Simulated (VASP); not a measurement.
Runs of VASP 6.6.1 on Li4Si. The structure is that of space group Im-3m (No. 229), or close to it. The cells are those of the table. 

```tsv
task	cell	k mesh	cutoff (eV)	smearing	k mesh for the DOS	occupations for the DOS	gap on the mesh (eV)	pressure (GPa)
single point	a = 5.127 Å, angles 109.5°, 5 atoms	6 × 6 × 6	520	gaussian 0.1 eV	-	-	0.37	-
relaxation of cell and atoms	relaxed from a = 5.127 Å, angles 109.5°, 5 atoms	8 × 8 × 8	600	gaussian 0.02 eV	-	-	0.34	0.0
single point	a = 5.133 Å, angles 109.5°, 5 atoms	8 × 8 × 8	520	gaussian 0.02 eV	-	-	0.34	-
relaxation of cell and atoms	relaxed from a = 4.428 Å, angles 109.5°, 5 atoms	6 × 6 × 6	600	gaussian 0.1 eV	-	-	0.33	0.0
single point	a = 4.428 Å, angles 109.5°, 5 atoms	6 × 6 × 6	520	gaussian 0.1 eV	-	-	(a)	-
```

Alike in all rows: level PBE; potentials or basis VASP PAW PBE potentials, release 64 (Li_sv, Si); no spin polarisation.

**Question.** Fill in the values left out.

**Answer.** (a) none.

Caveats: the cutoff is under 1.25 times the usual one of these potentials, so pressure, stress and relaxed cells hold a basis-set (Pulay) error; the relaxation stopped at its first step, so nothing moved (some runs).

A k mesh can miss the band edges.
